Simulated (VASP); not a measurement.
A run of VASP 6.6.1 is set up as follows.

File INCAR:

```
ALGO = Normal
EDIFF = 1E-6
ENCUT = 520
GGA = PE
ISIF = 2
ISMEAR = -1
LASPH = True
LCHARG = True
LELF = True
LREAL = False
LVHAR = True
LWAVE = False
NBANDS = 41
NELM = 100
PREC = Accurate
SIGMA = 0.02
```

The input KPOINTS:

```
k-points
0
Gamma
  12 12 2
```

File POSCAR:

```
Sn2C
1.0
    3.4907187065      0.0000000000      0.0000000000
   -1.7453593533      3.0230510773      0.0000000000
    0.0000000000      0.0000000000     12.4658836216
C Sn
2 4
Direct
    0.0000000000      0.0000000000     -0.0478175742
    0.6666666667      0.3333333333      0.7155735756
    0.3333333333      0.6666666667      0.4149669178
    0.6666666667      0.3333333333      0.8898880635
    0.3333333333      0.6666666667      0.6502236837
    0.0000000000      0.0000000000      0.1271653337
```

Potentials or basis: VASP PAW PBE potentials, release 64 (C, Sn_d).

Launch:

```sh
$ cat potpaw_PBE.64/C/POTCAR potpaw_PBE.64/Sn_d/POTCAR > POTCAR
$ mpirun -np 1 vasp_std > vasp.out
```

**Question.** Estimate the band gap on the k mesh.

**Answer.** Zero (bands 32 and 33 overlap by 3.40 eV).

**Question.** What does it give for the largest force?

**Answer.** 0.263 eV/Å.

**Question.** Estimate the pressure.

**Answer.** 1.8 GPa.

Stress tensor (GPa, compression positive):
```
1.74 0.00 0.00
0.00 1.74 0.00
0.00 0.00 1.95
```

Caveat: spin-orbit coupling is left out, which moves the levels of the heavy elements.
